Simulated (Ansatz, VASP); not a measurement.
**One calculation of Au, two programs**

File INCAR:

```
ALGO = Fast ; EDIFF = 1E-6
ENCUT = 520 ; GGA = PS
ISIF = 2 ; ISMEAR = 0
LASPH = True ; LCHARG = False
LREAL = False ; LWAVE = False
NBANDS = 18 ; NELM = 100
PREC = Accurate ; SIGMA = 0.15
```

Contents of KPOINTS:

```
k-points
0
Gamma
  18 18 10
```

File POSCAR:

```
Au
1.0
    2.8999984104      0.0000000000      0.0000000000
   -1.4499992052      2.5114722944      0.0000000000
    0.0000000000      0.0000000000      4.8800000000
Au
2
Direct
    0.3731506151      0.7463012302      0.7295081967
    0.6666666667      0.3333333333      0.2500000000
```

Input for Ansatz:

```yaml
crystal:
  lattice:
    - [2.8999984104, 0.0, 0.0]
    - [-1.4499992052, 2.5114722944, 0.0]
    - [0.0, 0.0, 4.88]
  atoms:
    - { symbol: Au, position: [0.3731506151, 0.7463012302, 0.7295081967] }
    - { symbol: Au, position: [0.6666666667, 0.3333333333, 0.25] }
basis:
  ecutwfc: 420
kpoints:
  mp_grid: { grid: [18, 18, 10] }
hamiltonian:
  xc: pbesol
scf:
  occupations: { method: gaussian, width: 0.15 }
output:
  forces: true
  stress: true
  eigenvalues: true
```

Alike in both runs: task single point; functional PBEsol; k mesh 18 × 18 × 10; occupations gaussian, width 0.15 eV; no spin polarisation.

```csv
,VASP,Ansatz
version,VASP 6.6.1,Ansatz 0.2.0
potentials or method,"VASP PAW PBE potentials, release 64 (Au), cutoff 520 eV","scalar-relativistic, plane waves, PAW"
valence electrons in the cell,22,38
```

|  | VASP | Ansatz | Ansatz less VASP |
| --- | --- | --- | --- |
| gap on the k mesh at the Fermi level (eV) | none | none | - |
| pressure (GPa) | -5.4 | -5.2 | +0.21 |
| traceless stress, the component that is largest in VASP (GPa) | 1.08 | 1.10 | +0.017 |
| rms of the force components (eV/Å) | 0.378 | 0.380 | +0.0021 |

VASP's potentials were made for PBE, not for PBEsol. Atom by atom the forces differ by 0.002 eV/Å (rms over components). A gap of «none» marks a metal or a gap that the smearing closes. VASP's potentials hold 22 valence electrons a cell and Ansatz's 38, so a difference there can come from the potentials and not from the codes.

Neither program's run includes spin-orbit coupling.
